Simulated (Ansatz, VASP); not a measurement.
MgF2: VASP beside Ansatz

Contents of POSCAR:

```
MgF2
1.0
    4.6220159513      0.0000000000      0.0000000000
    0.0000000000      4.6220159513      0.0000000000
    0.0000000000      0.0000000000      3.0461118667
Mg F
2 4
Direct
    0.5000000000      0.5000000000      0.5000000000
    0.0000000000      0.0000000000      0.0000000000
    0.6970494155      0.6970494155      0.0000000000
    0.8029505845      0.1970494155      0.5000000000
    0.3029505845      0.3029505845      0.0000000000
    0.1970494155      0.8029505845      0.5000000000
```

File INCAR.step1:

```
  PREC = Accurate
  ENCUT = 520
  EDIFF = 1E-5
  ISMEAR = 0
  SIGMA = 0.01
  LREAL = F
  LASPH = T
  NELM = 120
  ALGO = Normal
  ISIF = 2
  LWAVE = T
  LCHARG = F
  GGA = PE
  NBANDS = 25
  GGA_COMPAT = F
  KPAR = 4
```

Contents of INCAR.step2:

```
  PREC = Accurate
  ENCUT = 520
  EDIFF = 1E-6
  ISMEAR = 0
  SIGMA = 0.01
  LREAL = F
  LASPH = T
  NELM = 120
  ALGO = Normal
  ISIF = 2
  LWAVE = F
  LCHARG = F
  GGA = PE
  LHFCALC = T
  HFSCREEN = 0.2079
  PRECFOCK = Normal
  ISTART = 1
  NBANDS = 25
  GGA_COMPAT = F
  KPAR = 4
```

The input KPOINTS:

```
regular mesh
0
Gamma
  4 4 6
```

Input for Ansatz:

```yaml
crystal:
  lattice:
    - [4.6220159513, 0.0, 0.0]
    - [0.0, 4.6220159513, 0.0]
    - [0.0, 0.0, 3.0461118667]
  atoms:
    - { symbol: Mg, position: [0.5, 0.5, 0.5] }
    - { symbol: Mg, position: [0.0, 0.0, 0.0] }
    - { symbol: F, position: [0.6970494155, 0.6970494155, 0.0] }
    - { symbol: F, position: [0.8029505845, 0.1970494155, 0.5] }
    - { symbol: F, position: [0.3029505845, 0.3029505845, 0.0] }
    - { symbol: F, position: [0.1970494155, 0.8029505845, 0.5] }
kpoints:
  mp_grid: { grid: [4, 4, 6] }
  band_path:
    path:
      - [0.0, 0.0, 0.0]
      - [0.0, 0.5, 0.0]
      - [0.5, 0.5, 0.0]
      - [0.0, 0.0, 0.5]
      - [0.0, 0.5, 0.5]
      - [0.5, 0.5, 0.5]
    npoints: 1
hamiltonian:
  xc: hse06
scf:
  occupations: { method: fixed }
  n_extra_bands: 5
output:
  forces: true
  stress: true
  eigenvalues: true
  write_density: true
  write_potential: true
  elf: true
  volumetric_format: npy
```

Alike in both runs: task single point; functional HSE06; k mesh 4 × 4 × 6; no spin polarisation.

|  | VASP | Ansatz |
| --- | --- | --- |
| version | VASP 6.6.1 | Ansatz 0.2.0 |
| potentials or method | VASP PAW PBE potentials, release 64 (Mg, F) | plane waves, PAW |
| plane-wave cutoff (eV) | 520 | 420 |
| occupations | gaussian, width 0.01 eV | fixed |
| valence electrons in the cell | 32 | 48 |

```tsv
	VASP	Ansatz	Ansatz less VASP
gap on the k mesh at the Fermi level (eV)	9.41	9.47	+0.063
pressure (GPa)	0.7	1.1	+0.38
rms of the force components (eV/Å)	0.008	0.010	+0.0025
```

Atom by atom the forces differ by 0.003 eV/Å (rms over components). VASP's potentials hold 32 valence electrons a cell and Ansatz's 48, so a difference there can come from the potentials and not from the codes. Ansatz's warnings: stress exchange threshold loose, stress scf threshold loose.
